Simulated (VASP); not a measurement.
Input of a VASP 6.6.1 run:

The input INCAR:

```
SYSTEM = HfO2
ALGO = Normal ; EDIFF = 1E-6
ENCUT = 600 ; GGA = PE
GGA_COMPAT = .FALSE. ; ISIF = 2
ISMEAR = 0 ; LASPH = .TRUE.
LCHARG = .FALSE. ; LREAL = .FALSE.
LWAVE = .FALSE. ; NBANDS = 18
NELM = 120 ; PREC = Accurate
SIGMA = 0.01
```

File KPOINTS:

```
Automatic mesh
0
Gamma
  1 1 1
  0.5 0.5 0.5
```

POSCAR

```
HfO2
1.0
    0.0000000000      2.4152430200      2.4152430200
    2.4152430200      0.0000000000      2.4152430200
    2.4152430200      2.4152430200      0.0000000000
Hf O
1 2
Direct
    0.0000000000      0.0000000000      0.0000000000
    0.2650000000      0.2500000000      0.2400000000
    0.7433435000      0.7444094500      0.7093507400
```

Potentials or basis: VASP PAW PBE potentials, release 64 (Hf_pv, O).

The run is started by

```console
$ cat potpaw_PBE.64/Hf_pv/POTCAR potpaw_PBE.64/O/POTCAR > POTCAR
$ mpirun -np 1 vasp_std > vasp.out
```

Estimate the band gap on the k mesh.

6.30 eV, indirect (least direct gap 6.48 eV).

Estimate the largest force.

3.176 eV/Å.

Estimate the pressure.

56.3 GPa.

Stress tensor (GPa, compression positive):
```
 55.84  -6.09 -15.09
 -6.09  56.29 -10.42
-15.09 -10.42  56.84
```

Caveat: the k points lie up to 2.25 Å⁻¹ apart; spin-orbit coupling is left out, which moves the levels of the heavy elements; forces of over 1 eV/Å act on the atoms, so gaps and moduli don't describe the material at rest. A k mesh can miss the band edges.
